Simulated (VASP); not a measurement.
# CsCd4Ge3 (P1) in VASP: notebook

The runs below take CsCd4Ge3 through single point, with PBEsol.

Program: VASP 6.6.1. These are calculated values, not measurements. Logs are shortened: lines on timing, memory, paths and dates and some standing lists are left out, and cuts for length are marked.

### 1 The cell of the first run

The typed cell holds 8 atoms: a = 4.482 Å, b = 4.482 Å, c = 10.746 Å, α = 90.00°, β = 90.00°, γ = 90.00°.

### 2 Single point, PBEsol

Contents of INCAR:

```
ALGO = Normal
EDIFF = 1E-6
ENCUT = 520
GGA = PS
ISIF = 2
ISMEAR = -1
LASPH = True
LCHARG = False
LREAL = False
LWAVE = False
NBANDS = 60
NELM = 60
PREC = Accurate
SIGMA = 0.05
```

Contents of KPOINTS:

```
k-points
0
Gamma
  3 3 2
```

Contents of POSCAR:

```
CsCd4Ge3
1.0
    4.4819720000      0.0000000000      0.0000000000
    0.0000000000      4.4819720000      0.0000000000
    0.0000000000      0.0000000000     10.7461740000
Cs Cd Ge
1 4 3
Direct
   -0.0002858117     -0.0038643704      0.5019409699
   -0.0020667242      0.4971055152      0.1625389650
    0.4971983314      0.0046758436      0.1614824029
    0.0019707843      0.5017619476      0.8367618094
    0.5010725190     -0.0029614197      0.8355563571
    0.5046689270      0.5012090660      0.3039449203
    0.4968830684      0.4975662499      0.6965067753
    0.0017951919      0.0073954054      0.0016620799
```

Potentials or basis: VASP PAW PBE potentials, release 64 (Cs_sv, Cd, Ge_d).

The run is started by

```
> cat potpaw_PBE.64/Cs_sv/POTCAR potpaw_PBE.64/Cd/POTCAR potpaw_PBE.64/Ge_d/POTCAR > POTCAR
> mpirun -np 1 vasp_std > vasp.out
```

OUTCAR:

```text
EDIFF = 1E-6
   ENCUT = 520
   GGA = PS
   ISIF = 2
   ISMEAR = -1
   LASPH = True
   LREAL = False
   NELM = 60
   PREC = Accurate

 ion  position               nearest neighbor table
   1  1.000  0.996  0.502-
   2  0.998  0.497  0.163-   6 2.68   6 2.73   8 2.79   8 2.87   3 3.14   3 3.15   3 3.19   3 3.20
                             4 3.50
   3  0.497  0.005  0.161-   6 2.70   6 2.73   8 2.81   8 2.84   2 3.14   2 3.15   2 3.19   2 3.20
                             5 3.50
   4  0.002  0.502  0.837-   7 2.68   7 2.72   8 2.84   8 2.88   5 3.15   5 3.16   5 3.18   5 3.19
                             2 3.50
   5  0.501  0.997  0.836-   7 2.69   7 2.70   8 2.86   8 2.87   4 3.15   4 3.16   4 3.18   4 3.19
                             3 3.50
   6  0.505  0.501  0.304-   2 2.68   3 2.70   3 2.73   2 2.73
   7  0.497  0.498  0.697-   4 2.68   5 2.69   5 2.70   4 2.72
   8  0.002  0.007  0.002-   2 2.79   3 2.81   4 2.84   3 2.84   5 2.86   2 2.87   5 2.87   4 2.88

  LATTYP: Found a simple tetragonal cell.
 ALAT       =     4.4819720000
 C/A-ratio  =     2.3976441620

  Lattice vectors:

 A1 = (   4.4819720000,   0.0000000000,   0.0000000000)
 A2 = (   0.0000000000,   4.4819720000,   0.0000000000)
 A3 = (   0.0000000000,   0.0000000000,  10.7461740000)

Analysis of symmetry for initial positions (statically):
=====================================================================
 Subroutine PRICEL returns:
 Original cell was already a primitive cell.

 Routine SETGRP: Setting up the symmetry group for a
 simple tetragonal supercell.

 Subroutine GETGRP returns: Found  1 space group operations
 (whereof  1 operations were pure point group operations)
 out of a pool of 16 trial point group operations.

The static configuration has the point symmetry C_1 .

Analysis of symmetry for dynamics (positions and initial velocities):
=====================================================================
 Subroutine PRICEL returns:
 Original cell was already a primitive cell.

 Routine SETGRP: Setting up the symmetry group for a
 simple tetragonal supercell.

 Subroutine GETGRP returns: Found  1 space group operations
 (whereof  1 operations were pure point group operations)
 out of a pool of 16 trial point group operations.

The dynamic configuration has the point symmetry C_1 .

 Subroutine INISYM returns: Found  1 space group operations
 (whereof  1 operations are pure point group operations),
 and found     1 'primitive' translations

----------------------------------------------------------------------------------------

                                     Primitive cell

  volume of cell :     215.8699

  direct lattice vectors                    reciprocal lattice vectors
     4.481972000  0.000000000  0.000000000     0.223116075  0.000000000  0.000000000
     0.000000000  4.481972000  0.000000000     0.000000000  0.223116075  0.000000000
     0.000000000  0.000000000 10.746174000     0.000000000  0.000000000  0.093056375

  length of vectors
     4.481972000  4.481972000 10.746174000     0.223116075  0.223116075  0.093056375

  position of ions in fractional coordinates (direct lattice)
     0.999714188  0.996135630  0.501940970
     0.997933276  0.497105515  0.162538965
     0.497198331  0.004675844  0.161482403
     0.001970784  0.501761948  0.836761809
     0.501072519  0.997038580  0.835556357
     0.504668927  0.501209066  0.303944920
     0.496883068  0.497566250  0.696506775
     0.001795192  0.007395405  0.001662080

  ion indices of the primitive-cell ions
   primitive index   ion index
                 1           1
                 2           2
                 3           3
                 4           4
                 5           5
                 6           6
                 7           7
                 8           8

----------------------------------------------------------------------------------------

 KPOINTS: k-points

Automatic generation of k-mesh.
 Grid dimensions read from file:
 generate k-points for:    3    3    2

 Generating k-lattice:

  Cartesian coordinates                     Fractional coordinates (reciprocal lattice)
     0.074372025  0.000000000  0.000000000     0.333333333  0.000000000  0.000000000
     0.000000000  0.074372025  0.000000000     0.000000000  0.333333333  0.000000000
     0.000000000  0.000000000  0.046528188     0.000000000  0.000000000  0.500000000

  Length of vectors
     0.074372025  0.074372025  0.046528188

  Shift w.r.t. Gamma in fractional coordinates (k-lattice)
     0.000000000  0.000000000  0.000000000

 Subroutine IBZKPT returns following result:
 ===========================================

 Found     10 irreducible k-points:

 Following reciprocal coordinates:
            Coordinates               Weight
  0.000000  0.000000  0.000000      1.000000
  0.333333  0.000000  0.000000      2.000000
  0.000000  0.333333  0.000000      2.000000
  0.333333  0.333333  0.000000      2.000000
 -0.333333  0.333333  0.000000      2.000000
  0.000000  0.000000  0.500000      1.000000
  0.333333  0.000000  0.500000      2.000000
  0.000000  0.333333  0.500000      2.000000
  0.333333  0.333333  0.500000      2.000000
 -0.333333  0.333333  0.500000      2.000000
   k-points           NKPTS =     10   k-points in BZ     NKDIM =     10   number of bands    NBANDS=     60
   number of dos      NEDOS =    301   number of ions     NIONS =      8
   total plane-waves  NPLWV = 103680
   dimension x,y,z NGX =    36 NGY =   36 NGZ =   80
   dimension x,y,z NGXF=    72 NGYF=   72 NGZF=  160
   ions per type =               1   4   3
   NGX,Y,Z   is equivalent  to a cutoff of  13.35, 13.35, 12.38 a.u.
   NGXF,Y,Z  is equivalent  to a cutoff of  26.71, 26.71, 24.75 a.u.
 SYSTEM =  unknown system
   PREC   = accura    normal or accurate (medium, high low for compatibility)
   ISTART =      0    job   : 0-new  1-cont  2-samecut
   ICHARG =      2    charge: 1-file 2-atom 10-const
   ISPIN  =      1    spin polarized calculation?
   LNONCOLLINEAR =      F non collinear calculations
   LSORBIT =      F    spin-orbit coupling
   LASPH  =      T    aspherical Exc in radial PAW
   ENCUT  =  520.0 eV  38.22 Ry    6.18 a.u.   8.33  8.33 19.98*2*pi/ulx,y,z
   NELM   =     60;   NELMIN=  2; NELMDL= -5     # of ELM steps
   EDIFF  = 0.1E-05   stopping-criterion for ELM
   LREAL  =      F    real-space projection
   EDIFFG = 0.1E-04   stopping-criterion for IOM
   NSW    =      0    number of steps for IOM
   IBRION =     -1    ionic relax: 0-MD 1-quasi-New 2-CG
   NFREE  =      0    steps in history (QN), initial steepest desc. (CG)
   ISIF   =      2    stress and relaxation
   ISYM   =      2    0-nonsym 1-usesym 2-fastsym
   POTIM  = 0.5000    time-step for ionic-motion
   TEBEG  =    0.0;   TEEND  =   0.0 temperature during run
   PSTRESS=    0.0 pullay stress
   NELECT =      99.0000    total number of electrons
   NUPDOWN=      -1.0000    fix difference up-down
   EMIN   =  10.00;   EMAX   =-10.00  energy-range for DOS
   EFERMI =   0.00;   METHOD = LEGACY
   ISMEAR =    -1;   SIGMA  =   0.05  broadening in eV -4-tet -1-fermi 0-gaus
   EFERMI_NEDOS =   21; number of points for ismear=-14 and -15
   IALGO  =     38    algorithm
   IMIX   =      4    mixing-type and parameters
     AMIX     =   0.40;   BMIX     =  1.00
     AMIX_MAG =   1.60;   BMIX_MAG =  1.00
  volume/ion in A,a.u.               =      26.98       182.10
  Fermi-wavevector in a.u.,A,eV,Ry     =   1.262474  2.385730 21.685525  1.593841
  Thomas-Fermi vector in A             =   2.395880
   LORBIT       =      0    0 simple, 1 ext, 2 COOP (PROOUT), +10 PAW based schemes
   GGA     = PS    functional components
   LHFCALC =     F    Hartree Fock is set to
   AEXX    =    0.0000 exact exchange contribution
   IVDW    =     0    specifies the selected vdW correction
   LEPSILON=     F    determine dielectric tensor
   LRPA    =     F    only Hartree local field effects (RPA)
 non-spin polarized calculation
  energy-cutoff  :      520.00
  volume of cell :      215.87
 maximum number of plane-waves:      5856
 NGX is ok and might be reduce to    36
   NGX = 17   NGY = 17   NGZ = 39

 number of electron      99.0000024 magnetization

 Free energy of the ion-electron system (eV)
  ---------------------------------------------------
  ext. energy  EPLUGINS =         0.00000000
  ---------------------------------------------------
  free energy    TOTEN  =       -19.86951545 eV

  energy without entropy =      -19.83658855  energy(sigma->0) =      -19.85305200

 E-fermi :   2.6319     XC(G=0):  -9.8306

 val. band max:        2.5029251220   @ k =   0.0000   0.3333   0.5000
 cond. band min:       2.6407784233   @ k =   0.3333   0.0000   0.5000
 fundamental gap:      0.1378533013
 Fermi energy:         2.6319222857

 k-point     1 :       0.0000    0.0000    0.0000
  band No.  band energies     occupation
      1     -21.7054      2.00000
      2     -21.7027      2.00000
      3     -21.7024      2.00000
      4     -21.6892      2.00000
      5     -21.6883      2.00000
      6     -21.5504      2.00000
[... 52 lines left out ...]
     59       6.8584      0.00000
     60       7.6034      0.00000

 k-point     2 :       0.3333    0.0000    0.0000
  band No.  band energies     occupation
      1     -21.7046      2.00000
      2     -21.7027      2.00000
      3     -21.7026      2.00000
      4     -21.6894      2.00000
      5     -21.6878      2.00000
      6     -21.5496      2.00000
[... 52 lines left out ...]
     59       7.3628      0.00000
     60       7.4568      0.00000

 k-point     3 :       0.0000    0.3333    0.0000
  band No.  band energies     occupation
      1     -21.7046      2.00000
      2     -21.7030      2.00000
      3     -21.7024      2.00000
      4     -21.6894      2.00000
      5     -21.6878      2.00000
      6     -21.5496      2.00000
[... 52 lines left out ...]
     59       7.3610      0.00000
     60       7.4583      0.00000

 k-point     4 :       0.3333    0.3333    0.0000
  band No.  band energies     occupation
      1     -21.7038      2.00000
      2     -21.7030      2.00000
      3     -21.7025      2.00000
      4     -21.6897      2.00000
      5     -21.6873      2.00000
      6     -21.5489      2.00000
[... 52 lines left out ...]
     59       8.2056      0.00000
     60       8.4829      0.00000

 k-point     5 :      -0.3333    0.3333    0.0000
  band No.  band energies     occupation
      1     -21.7038      2.00000
      2     -21.7030      2.00000
      3     -21.7025      2.00000
      4     -21.6897      2.00000
      5     -21.6873      2.00000
      6     -21.5489      2.00000
[... 52 lines left out ...]
     59       8.2061      0.00000
     60       8.4869      0.00000

 k-point     6 :       0.0000    0.0000    0.5000
  band No.  band energies     occupation
      1     -21.7054      2.00000
      2     -21.7027      2.00000
      3     -21.7024      2.00000
      4     -21.6892      2.00000
      5     -21.6883      2.00000
      6     -21.5504      2.00000
[... 52 lines left out ...]
     59       6.8966      0.00000
     60       6.9466      0.00000

 k-point     7 :       0.3333    0.0000    0.5000
  band No.  band energies     occupation
      1     -21.7046      2.00000
      2     -21.7027      2.00000
      3     -21.7026      2.00000
      4     -21.6894      2.00000
      5     -21.6878      2.00000
      6     -21.5496      2.00000
[... 52 lines left out ...]
     59       7.4550      0.00000
     60       7.7403      0.00000

 k-point     8 :       0.0000    0.3333    0.5000
  band No.  band energies     occupation
      1     -21.7046      2.00000
      2     -21.7030      2.00000
      3     -21.7024      2.00000
      4     -21.6894      2.00000
      5     -21.6878      2.00000
      6     -21.5496      2.00000
[... 52 lines left out ...]
     59       7.4536      0.00000
     60       7.7396      0.00000

 k-point     9 :       0.3333    0.3333    0.5000
  band No.  band energies     occupation
      1     -21.7038      2.00000
      2     -21.7030      2.00000
      3     -21.7025      2.00000
      4     -21.6897      2.00000
      5     -21.6873      2.00000
      6     -21.5489      2.00000
[... 52 lines left out ...]
     59       8.2702      0.00000
     60       8.3556      0.00000

 k-point    10 :      -0.3333    0.3333    0.5000
  band No.  band energies     occupation
      1     -21.7038      2.00000
      2     -21.7030      2.00000
      3     -21.7025      2.00000
      4     -21.6897      2.00000
      5     -21.6873      2.00000
      6     -21.5489      2.00000
[... 52 lines left out ...]
     59       8.2681      0.00000
     60       8.3577      0.00000

------------------------ aborting loop because EDIFF is reached ----------------------------------------

  FORCE on cell =-STRESS in cart. coord.  units (eV):
  Direction    XX          YY          ZZ          XY          YZ          ZX
  --------------------------------------------------------------------------------------
  -------------------------------------------------------------------------------------
  Total       -1.0147920     -0.9930501      0.1485946     -0.0019204      0.2120278     -0.2307383
  in kB       -7.5317425     -7.3703749      1.1028631     -0.0142528      1.5736613     -1.7125295
  external PRESSURE =      -4.5997515 kB  Pullay stress =       0.0000000 kB

 VOLUME and BASIS-vectors are now :
 -----------------------------------------------------------------------------
  energy-cutoff  :      520.00
  volume of cell :      215.87
      direct lattice vectors                 reciprocal lattice vectors
     4.481972000  0.000000000  0.000000000     0.223116075  0.000000000  0.000000000
     0.000000000  4.481972000  0.000000000     0.000000000  0.223116075  0.000000000
     0.000000000  0.000000000 10.746174000     0.000000000  0.000000000  0.093056375

 POSITION                                       TOTAL-FORCE (eV/Angst)
 -----------------------------------------------------------------------------------
      4.48069      4.46465      5.39395         0.004200      0.015531     -0.033067
      4.47271      2.22801      1.74667         0.100874      0.118491     -0.199078
      2.22843      0.02096      1.73532         0.030630     -0.102332     -0.172125
      0.00883      2.24888      8.99199        -0.092801      0.018361      0.285535
      2.24579      4.46870      8.97903         0.017127      0.015460      0.317998
      2.26191      2.24640      3.26624        -0.117917      0.069753      0.506731
      2.22702      2.23008      7.48478         0.098578      0.003760     -0.565926
      0.00805      0.03315      0.01786        -0.040690     -0.139024     -0.140068
 -----------------------------------------------------------------------------------
    total drift:                                0.000457      0.000125     -0.000150

  FREE ENERGIE OF THE ION-ELECTRON SYSTEM (eV)
  ---------------------------------------------------
  free  energy   TOTEN  =       -19.8695154472 eV

  energy  without entropy=      -19.8365885465  energy(sigma->0) =      -19.85305200
```

It took 1.9 min on 1 thread of Intel Xeon Platinum 8259CL at 2.50GHz (Skylake/Cascade Lake), shared host; peak memory 0.36 GiB.

What came out:

| Property | Result |
| --- | --- |
| Free energy | -19.8695 eV |
| Pressure | -0.5 GPa |
| Largest force | 0.574 eV/Å |
| Band gap on the k mesh | zero (an odd number of electrons rules out a gap without spin polarisation) |

Forces in eV/Å, atoms in the order of the input:
```
Cs   0.004  0.016 -0.033
Cd   0.101  0.118 -0.199
Cd   0.031 -0.102 -0.172
Cd  -0.093  0.018  0.286
Cd   0.017  0.015  0.318
Ge  -0.118  0.070  0.507
Ge   0.099  0.004 -0.566
Ge  -0.041 -0.139 -0.140
```

Stress tensor (GPa, compression positive):
```
-0.75  0.00 -0.17
 0.00 -0.74  0.16
-0.17  0.16  0.11
```

Caveat: the k points lie up to 0.47 Å⁻¹ apart, too coarse for converged energies and pressures of a metal; the PAW data sets were made with another functional, which shifts forces and pressure a little; spin-orbit coupling is left out, which moves the levels of the heavy elements.

### 3 Single point, PBEsol

INCAR, as its differences from that of step 2:

```diff
@@ -11,3 +11,3 @@
 NBANDS = 60
-NELM = 60
+NELM = 100
 PREC = Accurate
```

KPOINTS is that of step 2.

Contents of POSCAR:

```
CsCd4Ge3
1.0
    4.4819720000      0.0000000000      0.0000000000
    0.0000000000      4.4819720000      0.0000000000
    0.0000000000      0.0000000000     10.7461740000
Cs Cd Ge
1 4 3
Direct
   -0.0005644837     -0.0077033056      0.5038601646
   -0.0039500470      0.4944328077      0.1616934548
    0.4944562349      0.0091651621      0.1596013614
    0.0037724466      0.5035573627      0.8369759321
    0.5021762742     -0.0058945036      0.8345905250
    0.5090011718      0.5026135817      0.3069712067
    0.4940490481      0.4951458867      0.6938625784
    0.0034694550      0.0143847396      0.0031517264
```

Potentials or basis: VASP PAW PBE potentials, release 64 (Cs_sv, Cd, Ge_d).

The run is started by

```
> cat potpaw_PBE.64/Cs_sv/POTCAR potpaw_PBE.64/Cd/POTCAR potpaw_PBE.64/Ge_d/POTCAR > POTCAR
> mpirun -np 1 vasp_std > vasp.out
```

It took 1.9 min on 1 thread of Intel Xeon Platinum 8259CL at 2.50GHz (Skylake/Cascade Lake), shared host; peak memory 0.36 GiB.

The run converged. Its results:

```
Free energy            : -19.8738 eV
Pressure               : -0.7 GPa
Largest force          : 0.471 eV/Å
Band gap on the k mesh : zero (an odd number of electrons rules out a gap without spin polarisation)
```

Forces in eV/Å, atoms in the order of the input:
```
Cs   0.009  0.034 -0.066
Cd   0.169  0.248 -0.073
Cd   0.077 -0.179 -0.025
Cd  -0.162  0.027  0.248
Cd   0.030  0.035  0.310
Ge  -0.209  0.113  0.335
Ge   0.176  0.006 -0.437
Ge  -0.089 -0.284 -0.291
```

Stress tensor (GPa, compression positive):
```
-1.00 -0.01 -0.28
-0.01 -0.96  0.31
-0.28  0.31 -0.11
```

Levels at points of the mesh, in eV from the Fermi level:
| k point | band 45 | band 46 | band 47 | band 48 | band 49 | band 50 | band 51 | band 52 |
| --- | --- | --- | --- | --- | --- | --- | --- | --- |
| (0.00, 0.00, 0.00) | -1.61 | -1.61 | -0.58 | -0.58 | 0.36 | 1.19 | 1.19 | 1.23 |
| (0.00, 0.00, 0.50) | -1.66 | -1.46 | -0.47 | -0.46 | -0.20 | 0.40 | 1.07 | 1.12 |

Caveat: the k points lie up to 0.47 Å⁻¹ apart, too coarse for converged energies and pressures of a metal; the PAW data sets were made with another functional, which shifts forces and pressure a little; spin-orbit coupling is left out, which moves the levels of the heavy elements.

The gap in the log of VASP goes by the Fermi energy; the results here count the filled bands.